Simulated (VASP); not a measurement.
# SiC in VASP: notebook

The runs below take SiC through electric field gradients, with PBE.

Program: VASP 6.6.1. These are calculated values, not measurements. Logs are shortened: lines on timing, memory, paths and dates and some standing lists are left out, and cuts for length are marked.

## 1. The cell of the first run

It takes space group P6_3mc (No. 186, hexagonal). The conventional cell has a = 3.095 Å, b = 3.095 Å, c = 15.170 Å, α = 90.00°, β = 90.00°, γ = 120.00°. Si (site symmetry 3m) has 4 C at 1.90 Å within 2.5 Å. Within 2.5 Å of Si (site symmetry 3m) lie 4 C at 1.89 to 1.90 Å. Within 2.5 Å of Si (site symmetry 3m) lie 4 C at 1.89 to 1.90 Å. Within 2.5 Å of C (site symmetry 3m) lie 4 Si at 1.89 to 1.90 Å. Within 2.5 Å of C (site symmetry 3m) lie 4 Si at 1.90 Å. Within 2.5 Å of C (site symmetry 3m) lie 4 Si at 1.89 to 1.90 Å.

## 2. Electric field gradients, PBE

Contents of INCAR:

```
ALGO = Normal ; EDIFF = 1E-8
ENCUT = 520 ; GGA = PE
ISIF = 2 ; ISMEAR = -1
LASPH = True ; LCHARG = False
LEFG = True ; LREAL = False
LWAVE = False ; NBANDS = 36
NELM = 80 ; PREC = Accurate
SIGMA = 0.02
```

Contents of KPOINTS:

```
k-points
0
Gamma
  15 15 3
```

Contents of POSCAR:

```
SiC
1.0
    3.0950000000      0.0000000000      0.0000000000
   -1.5475000000      2.6803486247      0.0000000000
    0.0000000000      0.0000000000     15.1700000000
Si C
6 6
Direct
    0.0000000000      0.0000000000      0.1250484249
    0.0000000000      0.0000000000      0.6250484249
    0.3333333333      0.6666666667      0.2918257749
    0.6666666667      0.3333333333      0.7918257749
    0.3333333333      0.6666666667      0.9583152732
    0.6666666667      0.3333333333      0.4583152732
    0.0000000000      0.0000000000     -0.0003283977
    0.0000000000      0.0000000000      0.4996716023
    0.3333333333      0.6666666667      0.1668332769
    0.6666666667      0.3333333333      0.6668332769
    0.3333333333      0.6666666667      0.8333056478
    0.6666666667      0.3333333333      0.3333056478
```

Potentials or basis: VASP PAW PBE potentials, release 64 (Si, C).

The run is started by

```bash
$ cat potpaw_PBE.64/Si/POTCAR potpaw_PBE.64/C/POTCAR > POTCAR
$ mpirun -np 1 vasp_std > vasp.out
```

OUTCAR:

```text
EDIFF = 1E-8
   ENCUT = 520
   GGA = PE
   ISIF = 2
   ISMEAR = -1
   LASPH = True
   LREAL = False
   NELM = 80
   PREC = Accurate

 ion  position               nearest neighbor table
   1  0.000  0.000  0.125-   9 1.90   9 1.90   9 1.90   7 1.90   5 3.10   5 3.10   5 3.10   3 3.10
                             3 3.10   3 3.10
   2  0.000  0.000  0.625-  10 1.90  10 1.90  10 1.90   8 1.90   6 3.10   6 3.10   6 3.10   4 3.10
                             4 3.10   4 3.10
   3  0.333  0.667  0.292-  12 1.89  12 1.89  12 1.89   9 1.90   6 3.09   6 3.09   6 3.09   1 3.10
                             1 3.10   1 3.10
   4  0.667  0.333  0.792-  11 1.89  11 1.89  11 1.89  10 1.90   5 3.09   5 3.09   5 3.09   2 3.10
                             2 3.10   2 3.10
   5  0.333  0.667  0.958-   7 1.89   7 1.89   7 1.89  11 1.90   4 3.09   4 3.09   4 3.09   1 3.10
                             1 3.10   1 3.10
   6  0.667  0.333  0.458-   8 1.89   8 1.89   8 1.89  12 1.90   3 3.09   3 3.09   3 3.09   2 3.10
                             2 3.10   2 3.10
   7  0.000  0.000  1.000-   5 1.89   5 1.89   5 1.89   1 1.90
   8  0.000  0.000  0.500-   6 1.89   6 1.89   6 1.89   2 1.90
   9  0.333  0.667  0.167-   1 1.90   1 1.90   1 1.90   3 1.90
  10  0.667  0.333  0.667-   2 1.90   2 1.90   2 1.90   4 1.90
  11  0.333  0.667  0.833-   4 1.89   4 1.89   4 1.89   5 1.90
  12  0.667  0.333  0.333-   3 1.89   3 1.89   3 1.89   6 1.90

  LATTYP: Found a hexagonal cell.
 ALAT       =     3.0950000000
 C/A-ratio  =     4.9014539580

  Lattice vectors:

 A1 = (   3.0950000000,   0.0000000000,   0.0000000000)
 A2 = (  -1.5475000000,   2.6803486247,   0.0000000000)
 A3 = (   0.0000000000,   0.0000000000,  15.1700000000)

Analysis of symmetry for initial positions (statically):
=====================================================================
 Subroutine PRICEL returns:
 Original cell was already a primitive cell.

 Routine SETGRP: Setting up the symmetry group for a
 hexagonal supercell.

 Subroutine GETGRP returns: Found 12 space group operations
 (whereof  6 operations were pure point group operations)
 out of a pool of 24 trial point group operations.

The static configuration has the point symmetry C_3v.
 The point group associated with its full space group is C_6v.

Analysis of symmetry for dynamics (positions and initial velocities):
=====================================================================
 Subroutine PRICEL returns:
 Original cell was already a primitive cell.

 Routine SETGRP: Setting up the symmetry group for a
 hexagonal supercell.

 Subroutine GETGRP returns: Found 12 space group operations
 (whereof  6 operations were pure point group operations)
 out of a pool of 24 trial point group operations.

The dynamic configuration has the point symmetry C_3v.
 The point group associated with its full space group is C_6v.

 Subroutine INISYM returns: Found 12 space group operations
 (whereof  6 operations are pure point group operations),
 and found     1 'primitive' translations

----------------------------------------------------------------------------------------

                                     Primitive cell

  volume of cell :     125.8455

  direct lattice vectors                    reciprocal lattice vectors
     3.095000000  0.000000000  0.000000000     0.323101777  0.186542898  0.000000000
    -1.547500000  2.680348625  0.000000000     0.000000000  0.373085796  0.000000000
     0.000000000  0.000000000 15.170000000     0.000000000  0.000000000  0.065919578

  length of vectors
     3.095000000  3.095000000 15.170000000     0.373085796  0.373085796  0.065919578

  position of ions in fractional coordinates (direct lattice)
     0.000000000  0.000000000  0.125048425
     0.000000000  0.000000000  0.625048425
     0.333333333  0.666666667  0.291825775
     0.666666667  0.333333333  0.791825775
     0.333333333  0.666666667  0.958315273
     0.666666667  0.333333333  0.458315273
     0.000000000  0.000000000  0.999671602
     0.000000000  0.000000000  0.499671602
     0.333333333  0.666666667  0.166833277
[... 115 lines left out ...]
   GGA     = PE    functional components
   LHFCALC =     F    Hartree Fock is set to
   AEXX    =    0.0000 exact exchange contribution
   IVDW    =     0    specifies the selected vdW correction
   LEPSILON=     F    determine dielectric tensor
   LRPA    =     F    only Hartree local field effects (RPA)
 non-spin polarized calculation
  energy-cutoff  :      520.00
  volume of cell :      125.85
 maximum number of plane-waves:      3416
 NGX is ok and might be reduce to    24
   NGX = 11   NGY = 11   NGZ = 57

 number of electron      48.0000002 magnetization

 Free energy of the ion-electron system (eV)
  ---------------------------------------------------
  ext. energy  EPLUGINS =         0.00000000
  ---------------------------------------------------
  free energy    TOTEN  =       -90.37356940 eV

  energy without entropy =      -90.37356940  energy(sigma->0) =      -90.37356940

 E-fermi :   8.4160     XC(G=0): -11.2953

 val. band max:        7.9985056173   @ k =   0.0000   0.0000   0.0000
 cond. band min:      10.0607515092   @ k =   0.4667   0.0000   0.0000
 fundamental gap:      2.0622458919
 Fermi energy:         8.4159660523

 k-point     1 :       0.0000    0.0000    0.0000
  band No.  band energies     occupation
      1      -7.3487      2.00000
      2      -6.8320      2.00000
      3      -6.7967      2.00000
      4      -5.3175      2.00000
      5      -5.2891      2.00000
      6      -3.8245      2.00000
[... 925 lines left out ...]
     35      15.9886      0.00000
     36      16.5050      0.00000

 [... further k-points ...]

------------------------ aborting loop because EDIFF is reached ----------------------------------------

  FORCE on cell =-STRESS in cart. coord.  units (eV):
  Direction    XX          YY          ZZ          XY          YZ          ZX
  --------------------------------------------------------------------------------------
  -------------------------------------------------------------------------------------
  Total       -0.0052227     -0.0052227      0.4368488      0.0000000      0.0000000      0.0000000
  in kB       -0.0664923     -0.0664923      5.5616571      0.0000000      0.0000000      0.0000000
  external PRESSURE =       1.8095575 kB  Pullay stress =       0.0000000 kB

 VOLUME and BASIS-vectors are now :
 -----------------------------------------------------------------------------
  energy-cutoff  :      520.00
  volume of cell :      125.85
      direct lattice vectors                 reciprocal lattice vectors
     3.095000000  0.000000000  0.000000000     0.323101777  0.186542898  0.000000000
    -1.547500000  2.680348625  0.000000000     0.000000000  0.373085796  0.000000000
     0.000000000  0.000000000 15.170000000     0.000000000  0.000000000  0.065919578

 POSITION                                       TOTAL-FORCE (eV/Angst)
 -----------------------------------------------------------------------------------
      0.00000      0.00000      1.89698        -0.000000      0.000000      0.005847
      0.00000      0.00000      9.48198         0.000000     -0.000000      0.005847
     -0.00000      1.78690      4.42700         0.000000      0.000000      0.006678
      1.54750      0.89345     12.01200        -0.000000     -0.000000      0.006678
     -0.00000      1.78690     14.53764         0.000000      0.000000      0.003868
      1.54750      0.89345      6.95264        -0.000000     -0.000000      0.003868
      0.00000      0.00000     15.16502        -0.000000      0.000000     -0.002271
      0.00000      0.00000      7.58002        -0.000000     -0.000000     -0.002271
     -0.00000      1.78690      2.53086         0.000000     -0.000000     -0.009152
      1.54750      0.89345     10.11586         0.000000      0.000000     -0.009152
     -0.00000      1.78690     12.64125        -0.000000     -0.000000     -0.004969
      1.54750      0.89345      5.05625         0.000000     -0.000000     -0.004969
 -----------------------------------------------------------------------------------
    total drift:                                0.000000      0.000000     -0.000707

  FREE ENERGIE OF THE ION-ELECTRON SYSTEM (eV)
  ---------------------------------------------------
  free  energy   TOTEN  =       -90.3735693987 eV

  energy  without entropy=      -90.3735693987  energy(sigma->0) =      -90.37356940

 Electric field gradients (V/A^2)
---------------------------------------------------------------------
 ion       V_xx      V_yy      V_zz      V_xy      V_xz      V_yz
---------------------------------------------------------------------
   1       0.416     0.416    -0.833    -0.000     0.000    -0.000
   2       0.416     0.416    -0.833    -0.000    -0.000     0.000
   3      -0.831    -0.831     1.663    -0.000     0.000    -0.000
   4      -0.831    -0.831     1.663    -0.000    -0.000     0.000
   5      -1.092    -1.092     2.183    -0.000    -0.000     0.000
   6      -1.092    -1.092     2.183    -0.000     0.000    -0.000
   7      -0.952    -0.953     1.905    -0.000    -0.000     0.000
   8      -0.952    -0.953     1.905    -0.000     0.000    -0.000
   9      -0.162    -0.162     0.324    -0.000     0.000    -0.000
  10      -0.162    -0.162     0.324    -0.000    -0.000     0.000
  11      -0.001    -0.002     0.003    -0.000    -0.000     0.000
  12      -0.001    -0.002     0.003    -0.000     0.000    -0.000
---------------------------------------------------------------------

 Electric field gradients after diagonalization (V/A^2)
 (convention: |V_zz| > |V_xx| > |V_yy|)
----------------------------------------------------------------------
 ion       V_xx      V_yy      V_zz     asymmetry (V_yy - V_xx)/ V_zz
----------------------------------------------------------------------
   1       0.417     0.416    -0.833       0.000
   2       0.417     0.416    -0.833       0.000
   3      -0.831    -0.831     1.663       0.000
   4      -0.831    -0.831     1.663       0.000
   5      -1.092    -1.092     2.183       0.000
   6      -1.092    -1.092     2.183       0.000
   7      -0.953    -0.952     1.905       0.000
   8      -0.953    -0.952     1.905       0.000
   9      -0.162    -0.162     0.324       0.002
  10      -0.162    -0.162     0.324       0.002
  11      -0.002    -0.001     0.003       0.180
  12      -0.002    -0.001     0.003       0.180
----------------------------------------------------------------------

           NMR quadrupolar parameters

 Cq : quadrupolar parameter    Cq=e*Q*V_zz/h
 eta: asymmetry parameters     (V_yy - V_xx)/ V_zz
 Q  : nuclear electric quadrupole moment in mb (millibarn)
----------------------------------------------------------------------
 ion       Cq(MHz)       eta       Q (mb)
----------------------------------------------------------------------
   1      -0.002       0.000       1.000
   2      -0.002       0.000       1.000
   3       0.004       0.000       1.000
   4       0.004       0.000       1.000
   5       0.005       0.000       1.000
   6       0.005       0.000       1.000
   7       0.005       0.000       1.000
   8       0.005       0.000       1.000
   9       0.001       0.002       1.000
  10       0.001       0.002       1.000
  11       0.000       0.180       1.000
  12       0.000       0.180       1.000
----------------------------------------------------------------------
```

It took 3.5 min on 1 thread of AMD EPYC 9R45 (Zen 5), shared host; peak memory 0.31 GiB.

Results:

```yaml
Free_energy: -90.3736 eV
Pressure: 0.2 GPa
Largest_force: 0.009 eV/Å
Band_gap_on_the_k_mesh: 2.06 eV (least direct gap 3.14 eV)
Largest_electric_field_gradient_by_atom: Si -0.8, +1.7, +2.2 (each value once); C +1.9, +0.3, +0.0 (each value once) V/Å²
```

Forces in eV/Å, atoms in the order of the input:
```
Si   0.000  0.000  0.006
Si   0.000  0.000  0.006
Si   0.000  0.000  0.007
Si   0.000  0.000  0.007
Si   0.000  0.000  0.004
Si   0.000  0.000  0.004
C    0.000  0.000 -0.002
C    0.000  0.000 -0.002
C    0.000  0.000 -0.009
C    0.000  0.000 -0.009
C    0.000  0.000 -0.005
C    0.000  0.000 -0.005
```

Stress tensor (GPa, compression positive):
```
-0.01  0.00  0.00
 0.00 -0.01  0.00
 0.00  0.00  0.56
```

Levels at points of the mesh, in eV from the valence-band top:
| k point | band 20 | band 21 | band 22 | band 23 | band 24 | band 25 | band 26 | band 27 | band 28 | band 29 |
| --- | --- | --- | --- | --- | --- | --- | --- | --- | --- | --- |
| (0.00, 0.00, 0.00) | -0.30 | -0.30 | -0.03 | 0.00 | 0.00 | 5.05 | 5.22 | 5.62 | 6.14 | 6.16 |

Electric field gradients, principal values (V/Å²):
```
atom   least  middle  greatest (by size)
1 Si   0.416   0.417              -0.833
2 Si   0.416   0.417              -0.833
3 Si  -0.831  -0.831               1.663
4 Si  -0.831  -0.831               1.663
5 Si  -1.092  -1.092               2.183
6 Si  -1.092  -1.092               2.183
 7 C  -0.952  -0.953               1.905
 8 C  -0.952  -0.953               1.905
 9 C  -0.162  -0.162               0.324
10 C  -0.162  -0.162               0.324
11 C  -0.001  -0.002               0.003
12 C  -0.001  -0.002               0.003
```

Caveat: without QUAD_EFG the Cq values of the log hold for a quadrupole moment of 1 mb, not for the nuclei; an odd mesh through Γ misses points on the zone boundary, where band edges can lie.

## 3. Electric field gradients, PBE (atom 2 (Si) moved by 0.10 Å)

Contents of INCAR:

```
ALGO = Normal ; EDIFF = 1E-8
ENCUT = 520 ; GGA = PE
ISIF = 2 ; ISMEAR = -1
LASPH = T ; LCHARG = F
LEFG = T ; LREAL = F
LWAVE = F ; NBANDS = 36
NELM = 100 ; PREC = Accurate
SIGMA = 0.02
```

Contents of KPOINTS:

```
k-points
0
Gamma
  10 10 2
```

Changes to POSCAR since step 2:

```diff
@@ -9,3 +9,3 @@
     0.0000000000      0.0000000000      0.1250484249
-    0.0000000000      0.0000000000      0.6250484249
+    0.0186542898      0.0373085796      0.6250484249
     0.3333333333      0.6666666667      0.2918257749
```

Potentials or basis: VASP PAW PBE potentials, release 64 (Si, C).

The run is started by

```bash
$ cat potpaw_PBE.64/Si/POTCAR potpaw_PBE.64/C/POTCAR > POTCAR
$ mpirun -np 1 vasp_std > vasp.out
```

OUTCAR:

```text
EDIFF = 1E-8
   ENCUT = 520
   GGA = PE
   ISIF = 2
   ISMEAR = -1
   LASPH = T
   LREAL = F
   NELM = 100
   PREC = Accurate

 ion  position               nearest neighbor table
   1  0.000  0.000  0.125-   9 1.90   9 1.90   9 1.90   7 1.90   5 3.10   5 3.10   5 3.10   3 3.10
                             3 3.10   3 3.10
   2  0.019  0.037  0.625-  10 1.85  10 1.85   8 1.90  10 1.99   6 3.07   6 3.07   4 3.07   4 3.07

   3  0.333  0.667  0.292-  12 1.89  12 1.89  12 1.89   9 1.90   6 3.09   6 3.09   6 3.09   1 3.10
                             1 3.10   1 3.10
   4  0.667  0.333  0.792-  11 1.89  11 1.89  11 1.89  10 1.90   2 3.07   2 3.07   5 3.09   5 3.09
                             5 3.09
   5  0.333  0.667  0.958-   7 1.89   7 1.89   7 1.89  11 1.90   4 3.09   4 3.09   4 3.09   1 3.10
                             1 3.10   1 3.10
   6  0.667  0.333  0.458-   8 1.89   8 1.89   8 1.89  12 1.90   2 3.07   2 3.07   3 3.09   3 3.09
                             3 3.09
   7  0.000  0.000  1.000-   5 1.89   5 1.89   5 1.89   1 1.90
   8  0.000  0.000  0.500-   6 1.89   6 1.89   6 1.89   2 1.90
   9  0.333  0.667  0.167-   1 1.90   1 1.90   1 1.90   3 1.90
[... 1219 lines left out ...]
   3      -0.931    -0.744     1.675       0.112
   4      -1.039    -0.864     1.904       0.092
   5      -1.104    -1.095     2.199       0.004
   6      -1.952    -0.203     2.155       0.812
   7      -0.965    -0.945     1.910       0.010
   8      -1.599    -0.825     2.424       0.319
   9      -0.169    -0.162     0.331       0.023
  10      -1.701    -1.147     2.849       0.195
  11       0.166     0.001    -0.167       0.989
  12      -0.063    -0.060     0.123       0.019
----------------------------------------------------------------------

           NMR quadrupolar parameters

 Cq : quadrupolar parameter    Cq=e*Q*V_zz/h
 eta: asymmetry parameters     (V_yy - V_xx)/ V_zz
 Q  : nuclear electric quadrupole moment in mb (millibarn)
----------------------------------------------------------------------
 ion       Cq(MHz)       eta       Q (mb)
----------------------------------------------------------------------
   1      -0.002       0.036       1.000
   2       0.068       0.551       1.000
   3       0.004       0.112       1.000
   4       0.005       0.092       1.000
   5       0.005       0.004       1.000
   6       0.005       0.812       1.000
   7       0.005       0.010       1.000
   8       0.006       0.319       1.000
   9       0.001       0.023       1.000
  10       0.007       0.195       1.000
  11      -0.000       0.989       1.000
  12       0.000       0.019       1.000
----------------------------------------------------------------------
```

Run time: 3.4 min. Hardware: 1 thread of AMD EPYC 9R45 (Zen 5), shared host; peak memory 0.33 GiB.

What came out:

* Free energy: -90.2856 eV
* Pressure: 0.4 GPa
* Largest force: 1.678 eV/Å
* Band gap on the k mesh: 1.86 eV (least direct gap 3.09 eV)
* Largest electric field gradient by atom: Si -0.8, +28.2, +1.7, +1.9, +2.2 (each value once); C +1.9, +2.4, +0.3, +2.8, -0.2, +0.1 V/Å²

Forces in eV/Å, atoms in the order of the input:
```
Si   0.000 -0.001  0.006
Si   0.000 -1.672 -0.149
Si   0.000 -0.005  0.007
Si   0.000  0.034  0.001
Si   0.000 -0.004  0.004
Si   0.000  0.026 -0.001
C    0.000  0.000 -0.003
C    0.000  0.214  0.023
C    0.000  0.003 -0.010
C    0.000  1.394  0.133
C    0.000 -0.014 -0.006
C    0.000  0.023 -0.006
```

Levels at points of the mesh, in eV from the valence-band top:
| k point | band 22 | band 23 | band 24 | band 25 | band 26 | band 27 |
| --- | --- | --- | --- | --- | --- | --- |
| (0.00, 0.00, 0.00) | -0.19 | -0.19 | 0.00 | 4.88 | 5.05 | 5.48 |
| (0.50, 0.00, 0.00) | -1.91 | -1.79 | -1.20 | 1.89 | 2.06 | 3.04 |
| (0.00, 0.50, 0.00) | -1.92 | -1.74 | -1.28 | 1.86 | 2.06 | 3.02 |
| (0.00, 0.00, 0.50) | -0.24 | -0.24 | -0.05 | 4.93 | 4.97 | 5.70 |
| (0.50, 0.00, 0.50) | -1.84 | -1.44 | -1.37 | 1.92 | 1.93 | 3.26 |
| (0.00, 0.50, 0.50) | -1.79 | -1.52 | -1.44 | 1.90 | 1.93 | 3.21 |

Electric field gradients, principal values (V/Å²):
```tsv
atom	least	middle	greatest (by size)
1 Si	0.397	0.426	-0.823
2 Si	-6.324	-21.875	28.199
3 Si	-0.744	-0.931	1.675
4 Si	-0.864	-1.039	1.904
5 Si	-1.095	-1.104	2.199
6 Si	-0.203	-1.952	2.155
7 C	-0.945	-0.965	1.910
8 C	-0.825	-1.599	2.424
9 C	-0.162	-0.169	0.331
10 C	-1.147	-1.701	2.849
11 C	0.001	0.166	-0.167
12 C	-0.060	-0.063	0.123
```

Caveat: the cell differs from its parent crystal (atom 2 (Si) moved by 0.10 Å); without QUAD_EFG the Cq values of the log hold for a quadrupole moment of 1 mb, not for the nuclei; forces of over 1 eV/Å act on the atoms, so gaps and moduli don't describe the material at rest.
